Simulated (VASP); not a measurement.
Crystal: B.

```
B
1.0
    -1.17567    1.17567    1.17567
     1.17567   -1.17567    1.17567
     1.17567    1.17567   -1.17567
B
1
Direct
  0.00000 0.00000 0.00000
```

- Program: VASP 6.6.1
- Task: relaxation of cell and atoms
- Functional: PBE
- Potentials or basis: VASP PAW PBE potentials, release 64 (B)
- Cutoff: 600 eV
- k mesh: 22 × 22 × 22
- Occupations: fermi-dirac, width 0.1 eV
- Spin: no spin polarisation

At the start: pressure -11.1 GPa; volume 6.50 Å³/atom.

Problem. How do energy, volume and symmetry change on relaxing?

Solution. Over 3 steps the energy falls by 13.0 meV/atom and the volume is 6.14 Å³/atom (-5.5 %); space group Im-3m (No. 229, to 0.05 Å).

Step by step:
```tsv
step	energy change (eV)	largest force (eV/Å)	pressure (GPa)	volume (Å³)
1	0.0000	0.0000	-11.11	6.50
2	-0.0126	0.0000	2.29	6.09
3	-0.0130	0.0000	0.02	6.14
```

Final structure:
```xyz
1
Lattice="-1.1539 1.1539 1.1539 1.1539 -1.1539 1.1539 1.1539 1.1539 -1.1539" Properties=species:S:1:pos:R:3 pbc="T T T"
B     0.0000    0.0000    0.0000
```
